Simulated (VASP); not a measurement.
# Mo12C in VASP: single point with PBE

Aim: the single point of Mo12C with PBE.

Program: VASP 6.6.1. These are calculated values, not measurements. Logs are shortened: lines on timing, memory, paths and dates and some standing lists are left out, and cuts for length are marked.

**1. The cell of the first run**

The cell holds a slab with vacuum, 13 atoms: a = 5.474 Å, b = 5.474 Å, c = 19.808 Å, α = 90.00°, β = 90.00°, γ = 109.47°.

**2. Single point, PBE**

INCAR reads:

```
SYSTEM = Mo12C
PREC = Accurate
ENCUT = 520
EDIFF = 1E-6
ISMEAR = 0
SIGMA = 0.1
LREAL = .FALSE.
LASPH = .TRUE.
NELM = 100
ALGO = Normal
ISIF = 2
LWAVE = .FALSE.
LCHARG = .FALSE.
LDIPOL = .TRUE.
IDIPOL = 3
DIPOL = 0.5 0.5 0.325
GGA = PE
NBANDS = 98
```

KPOINTS reads:

```
regular mesh
0
G
  5 5 1
  0 0 0
```

POSCAR reads:

```
Mo12C
1.0
    5.4740909337      0.0000000000      0.0000000000
   -1.8246969779      5.1610224267      0.0000000000
    0.0000000000      0.0000000000     19.8082441241
Mo C
12 1
Direct
    0.2500000000      0.2500000000      0.2019361219
    0.2500000000      0.7500000000      0.2019361219
    0.7500000000      0.2500000000      0.2019361219
    0.7500000000      0.7500000000      0.2019361219
    0.0000000000      0.0000000000      0.3106875864
    0.0000000000      0.5000000000      0.3106875864
    0.5000000000      0.0000000000      0.3106875864
    0.5000000000      0.5000000000      0.3106875864
    0.2500000000      0.2500000000      0.4194336495
    0.2500000000      0.7500000000      0.4194336495
    0.7500000000      0.2500000000      0.4194336495
    0.7500000000      0.7500000000      0.4194336495
    0.4166666667      0.4166666667      0.4922965347
```

Potentials or basis: VASP PAW PBE potentials, release 64 (Mo_sv, C).

Launch:

```sh
$ cat potpaw_PBE.64/Mo_sv/POTCAR potpaw_PBE.64/C/POTCAR > POTCAR
$ mpirun -np 1 vasp_std > vasp.out
```

OUTCAR:

```text
SYSTEM = Mo12C
   PREC = Accurate
   ENCUT = 520
   EDIFF = 1E-6
   ISMEAR = 0
   LREAL = .FALSE.
   LASPH = .TRUE.
   NELM = 100
   ISIF = 2
   GGA = PE

 ion  position               nearest neighbor table
   1  0.250  0.250  0.202-   5 2.67   8 2.67   2 2.74   2 2.74   3 2.74   3 2.74   7 3.10   6 3.10
                             4 3.16   4 3.16
   2  0.250  0.750  0.202-   6 2.67   7 2.67   1 2.74   1 2.74   4 2.74   4 2.74   5 3.10   8 3.10
                             3 3.16   3 3.16
   3  0.750  0.250  0.202-   6 2.67   7 2.67   4 2.74   4 2.74   1 2.74   1 2.74   5 3.10   8 3.10
                             2 3.16   2 3.16
   4  0.750  0.750  0.202-   5 2.67   8 2.67   3 2.74   3 2.74   2 2.74   2 2.74   7 3.10   6 3.10
                             1 3.16   1 3.16
   5  0.000  0.000  0.311-   9 2.67  12 2.67   1 2.67   4 2.67   6 2.74   6 2.74   7 2.74   7 2.74
                            11 3.10  10 3.10   3 3.10   2 3.10   8 3.16   8 3.16
   6  0.000  0.500  0.311-  10 2.67  11 2.67   2 2.67   3 2.67   5 2.74   5 2.74   8 2.74   8 2.74
                             9 3.10  12 3.10   1 3.10   4 3.10   7 3.16   7 3.16
   7  0.500  0.000  0.311-  10 2.67  11 2.67   2 2.67   3 2.67   8 2.74   8 2.74   5 2.74   5 2.74
                             9 3.10  12 3.10   1 3.10   4 3.10   6 3.16   6 3.16
   8  0.500  0.500  0.311-   9 2.67  12 2.67   1 2.67   4 2.67   7 2.74   7 2.74   6 2.74   6 2.74
                            11 3.10  10 3.10   3 3.10   2 3.10   5 3.16   5 3.16
   9  0.250  0.250  0.419-  13 1.79   8 2.67   5 2.67  10 2.74  10 2.74  11 2.74  11 2.74   6 3.10
                             7 3.10  12 3.16  12 3.16
  10  0.250  0.750  0.419-   6 2.67   7 2.67  13 2.71   9 2.74   9 2.74  12 2.74  12 2.74   8 3.10
                             5 3.10  11 3.16  11 3.16
  11  0.750  0.250  0.419-   6 2.67   7 2.67  13 2.71  12 2.74  12 2.74   9 2.74   9 2.74   8 3.10
                             5 3.10  10 3.16  10 3.16
  12  0.750  0.750  0.419-  13 2.55   8 2.67   5 2.67  11 2.74  11 2.74  10 2.74  10 2.74   6 3.10
                             7 3.10   9 3.16   9 3.16
  13  0.417  0.417  0.492-   9 1.79  12 2.55  10 2.71  11 2.71

  LATTYP: Found a base centered orthorhombic cell.
 ALAT       =     6.3209357483
 B/A-ratio  =     1.4142135624
 C/A-ratio  =     3.1337518546

  Lattice vectors:

 A1 = (   5.4740909337,   0.0000000000,   0.0000000000)
 A2 = (  -1.8246969779,   5.1610224267,   0.0000000000)
 A3 = (   0.0000000000,   0.0000000000,  19.8082441241)

Analysis of symmetry for initial positions (statically):
=====================================================================
 Subroutine PRICEL returns:
 Original cell was already a primitive cell.

 Routine SETGRP: Setting up the symmetry group for a
 base centered orthorhombic supercell.

 Subroutine GETGRP returns: Found  2 space group operations
 (whereof  2 operations were pure point group operations)
 out of a pool of  8 trial point group operations.

The static configuration has the point symmetry C_1h.

Analysis of symmetry for dynamics (positions and initial velocities):
=====================================================================
 Subroutine PRICEL returns:
 Original cell was already a primitive cell.

 Routine SETGRP: Setting up the symmetry group for a
 base centered orthorhombic supercell.

 Subroutine GETGRP returns: Found  2 space group operations
 (whereof  2 operations were pure point group operations)
 out of a pool of  8 trial point group operations.

The dynamic configuration has the point symmetry C_1h.

 Subroutine INISYM returns: Found  2 space group operations
 (whereof  2 operations are pure point group operations),
 and found     1 'primitive' translations

----------------------------------------------------------------------------------------

                                     Primitive cell

  volume of cell :     559.6207

  direct lattice vectors                    reciprocal lattice vectors
     5.474090934  0.000000000  0.000000000     0.182678734  0.064586686  0.000000000
    -1.824696978  5.161022427  0.000000000     0.000000000  0.193760057  0.000000000
     0.000000000  0.000000000 19.808244124     0.000000000  0.000000000  0.050484030

  length of vectors
     5.474090934  5.474090934 19.808244124     0.193760057  0.193760057  0.050484030

  position of ions in fractional coordinates (direct lattice)
     0.250000000  0.250000000  0.201936122
     0.250000000  0.750000000  0.201936122
[... 52 lines left out ...]
 Found      9 irreducible k-points:

 Following reciprocal coordinates:
            Coordinates               Weight
  0.000000  0.000000  0.000000      1.000000
  0.200000  0.000000  0.000000      4.000000
  0.400000  0.000000  0.000000      4.000000
  0.200000  0.200000  0.000000      2.000000
  0.400000  0.200000  0.000000      4.000000
 -0.400000  0.200000  0.000000      4.000000
 -0.200000  0.200000  0.000000      2.000000
  0.400000  0.400000  0.000000      2.000000
 -0.400000  0.400000  0.000000      2.000000
   k-points           NKPTS =      9   k-points in BZ     NKDIM =      9   number of bands    NBANDS=     98
   number of dos      NEDOS =    301   number of ions     NIONS =     13
   total plane-waves  NPLWV = 264600
   dimension x,y,z NGX =    42 NGY =   42 NGZ =  150
   dimension x,y,z NGXF=    84 NGYF=   84 NGZF=  300
   ions per type =              12   1
   NGX,Y,Z   is equivalent  to a cutoff of  12.76, 12.76, 12.59 a.u.
   NGXF,Y,Z  is equivalent  to a cutoff of  25.51, 25.51, 25.18 a.u.
 SYSTEM =  Mo12C
   PREC   = accura    normal or accurate (medium, high low for compatibility)
   ISTART =      0    job   : 0-new  1-cont  2-samecut
   ICHARG =      2    charge: 1-file 2-atom 10-const
   ISPIN  =      1    spin polarized calculation?
   LNONCOLLINEAR =      F non collinear calculations
   LSORBIT =      F    spin-orbit coupling
   LASPH  =      T    aspherical Exc in radial PAW
   ENCUT  =  520.0 eV  38.22 Ry    6.18 a.u.  10.18 10.18 36.83*2*pi/ulx,y,z
   NELM   =    100;   NELMIN=  2; NELMDL= -5     # of ELM steps
   EDIFF  = 0.1E-05   stopping-criterion for ELM
   LREAL  =      F    real-space projection
   EDIFFG = 0.1E-04   stopping-criterion for IOM
   NSW    =      0    number of steps for IOM
   IBRION =     -1    ionic relax: 0-MD 1-quasi-New 2-CG
   NFREE  =      0    steps in history (QN), initial steepest desc. (CG)
   ISIF   =      2    stress and relaxation
   ISYM   =      2    0-nonsym 1-usesym 2-fastsym
   POTIM  = 0.5000    time-step for ionic-motion
   TEBEG  =    0.0;   TEEND  =   0.0 temperature during run
   PSTRESS=    0.0 pullay stress
   NELECT =     172.0000    total number of electrons
   NUPDOWN=      -1.0000    fix difference up-down
   EMIN   =  10.00;   EMAX   =-10.00  energy-range for DOS
   EFERMI =   0.00;   METHOD = LEGACY
   ISMEAR =     0;   SIGMA  =   0.10  broadening in eV -4-tet -1-fermi 0-gaus
   EFERMI_NEDOS =   21; number of points for ismear=-14 and -15
   IALGO  =     38    algorithm
   IMIX   =      4    mixing-type and parameters
     AMIX     =   0.40;   BMIX     =  1.00
     AMIX_MAG =   1.60;   BMIX_MAG =  1.00
  volume/ion in A,a.u.               =      43.05       290.50
  Fermi-wavevector in a.u.,A,eV,Ry     =   1.104807  2.087782 16.607250  1.220598
  Thomas-Fermi vector in A             =   2.241285
   LORBIT       =      0    0 simple, 1 ext, 2 COOP (PROOUT), +10 PAW based schemes
   GGA     = PE    functional components
   LHFCALC =     F    Hartree Fock is set to
   AEXX    =    0.0000 exact exchange contribution
   IVDW    =     0    specifies the selected vdW correction
   LEPSILON=     F    determine dielectric tensor
   LRPA    =     F    only Hartree local field effects (RPA)
 non-spin polarized calculation
 Gauss-broadening in eV      SIGMA  =   0.10
  energy-cutoff  :      520.00
  volume of cell :      559.62
 maximum number of plane-waves:     15102
 NGX is ok and might be reduce to    42
   NGX = 21   NGY = 21   NGZ = 73

 dipolmoment           0.000000      0.000000     -0.032782 electrons x Angstroem

 number of electron     171.9999986 magnetization

 dipolmoment           0.000000      0.000000      0.142306 electrons x Angstroem

 Free energy of the ion-electron system (eV)
  ---------------------------------------------------
  ext. energy  EPLUGINS =         0.00000000
  ---------------------------------------------------
  free energy    TOTEN  =      -128.85920079 eV

  energy without entropy =     -128.79418725  energy(sigma->0) =     -128.82669402

 E-fermi :   1.0317     XC(G=0):  -5.6526

 val. band max:        0.9953719447   @ k =   0.4000   0.4000   0.0000
 cond. band min:       1.0367653299   @ k =  -0.2000   0.2000   0.0000
 fundamental gap:      0.0413933852
 Fermi energy:         1.0316616905

 k-point     1 :       0.0000    0.0000    0.0000
  band No.  band energies     occupation
      1     -60.2061      2.00000
      2     -60.0254      2.00000
      3     -60.0149      2.00000
      4     -59.9923      2.00000
      5     -59.9647      2.00000
      6     -59.9052      2.00000
[... 898 lines left out ...]
     97       1.9327      0.00000
     98       1.9609      0.00000

------------------------ aborting loop because EDIFF is reached ----------------------------------------

 vacuum level on the upper side and lower side of the slab       (xc-potential included)         0.326        -0.550

  FORCE on cell =-STRESS in cart. coord.  units (eV):
  Direction    XX          YY          ZZ          XY          YZ          ZX
  --------------------------------------------------------------------------------------
  -------------------------------------------------------------------------------------
  Total       -8.9701544     -8.7078765      3.6855214      0.3709170      3.5161626      2.4863033
  in kB      -25.6812860    -24.9303921     10.5515385      1.0619244     10.0666693      7.1182126
  external PRESSURE =     -13.3533799 kB  Pullay stress =       0.0000000 kB

 VOLUME and BASIS-vectors are now :
 -----------------------------------------------------------------------------
  energy-cutoff  :      520.00
  volume of cell :      559.62
      direct lattice vectors                 reciprocal lattice vectors
     5.474090934  0.000000000  0.000000000     0.182678734  0.064586686  0.000000000
    -1.824696978  5.161022427  0.000000000     0.000000000  0.193760057  0.000000000
     0.000000000  0.000000000 19.808244124     0.000000000  0.000000000  0.050484030

 POSITION                                       TOTAL-FORCE (eV/Angst)
 -----------------------------------------------------------------------------------
      0.91235      1.29026      4.00000        -0.025470     -0.036019      0.051801
      0.00000      3.87077      4.00000        -0.035659     -0.037153     -0.246533
      3.64939      1.29026      4.00000        -0.023142     -0.046004     -0.246533
      2.73705      3.87077      4.00000         0.151580      0.214366      0.193807
      0.00000      0.00000      6.15418        -0.230958     -0.326624     -0.881198
     -0.91235      2.58051      6.15418        -0.039924     -0.025249      0.148312
      2.73705      0.00000      6.15418        -0.010497     -0.046057      0.148312
      1.82470      2.58051      6.15418         0.185004      0.261635     -0.630089
      0.91235      1.29026      8.30824        -0.940134     -1.329550     -0.785063
      0.00000      3.87077      8.30824         0.160633     -0.586134      0.619653
      3.64939      1.29026      8.30824        -0.606157     -0.043932      0.619653
      2.73705      3.87077      8.30824        -0.365096     -0.516324      0.952397
      1.52058      2.15043      9.75153         1.779820      2.517046      0.055481
 -----------------------------------------------------------------------------------
    total drift:                               -0.000016     -0.000023      0.001208

  FREE ENERGIE OF THE ION-ELECTRON SYSTEM (eV)
  ---------------------------------------------------
  free  energy   TOTEN  =      -128.8592007893 eV

  energy  without entropy=     -128.7941872514  energy(sigma->0) =     -128.82669402

 vacuum level on the upper side and lower side of the slab         6.536         5.624
```

It took 15 min on 1 thread of Intel Xeon 6975P-C (Granite Rapids), shared host; peak memory 0.74 GiB.

Results:

```
Free energy            : -128.8592 eV
Largest force          : 3.083 eV/Å
Band gap on the k mesh : zero (band 86 reaches 1.98 eV, above the bottom of band 87 at 0.60 eV)
```

Forces on the atoms (eV/Å):
```
Mo  -0.025 -0.036  0.052
Mo  -0.036 -0.037 -0.247
Mo  -0.023 -0.046 -0.247
Mo   0.152  0.214  0.194
Mo  -0.231 -0.327 -0.881
Mo  -0.040 -0.025  0.148
Mo  -0.010 -0.046  0.148
Mo   0.185  0.262 -0.630
Mo  -0.940 -1.330 -0.785
Mo   0.161 -0.586  0.620
Mo  -0.606 -0.044  0.620
Mo  -0.365 -0.516  0.952
C    1.780  2.517  0.055
```
